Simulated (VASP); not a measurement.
InSb, 2 atoms in the cell. The structure is tetragonal, space group I-4m2 (No. 119). The conventional cell has a = 4.581 Å, b = 4.581 Å, c = 6.284 Å, α = 90.00°, β = 90.00°, γ = 90.00°. Within 3.7 Å of In (site symmetry -4m2) lie 4 Sb at 2.78 Å. Within 3.7 Å of Sb (site symmetry -4m2) lie 4 In at 2.78 Å.  This cell differs from its parent crystal: zz strain of -3 %.

```yaml
Program: VASP 6.6.1
Task: single point
Functional: LDA
Potentials_or_basis: VASP PAW LDA potentials, release 64 (In_d, Sb)
Cutoff: 520 eV
k_mesh: 10 × 10 × 10
Occupations: fermi-dirac, width 0.03 eV
Spin: no spin polarisation
Dipole_correction: no
Further_INCAR_settings: ALGO = Normal; EDIFF = 1e-06; NBANDS = 16
```

Potentials or basis: VASP PAW LDA potentials, release 64 (In_d, Sb).

The run is started by

```sh
$ cat potpaw_LDA.64/In_d/POTCAR potpaw_LDA.64/Sb/POTCAR > POTCAR
$ mpirun -np 1 vasp_std > vasp.out
```

Hardware: 1 thread of Intel(R) Xeon(R) 6975P-C (Granite Rapids) (shared host).

Task: How long does it take, and how much memory?

Result: Wall time 39 s on 1 thread of Intel(R) Xeon(R) 6975P-C (Granite Rapids), on a shared host, peak memory 0.25 GiB. Counts: scf iterations 12, k points 102.
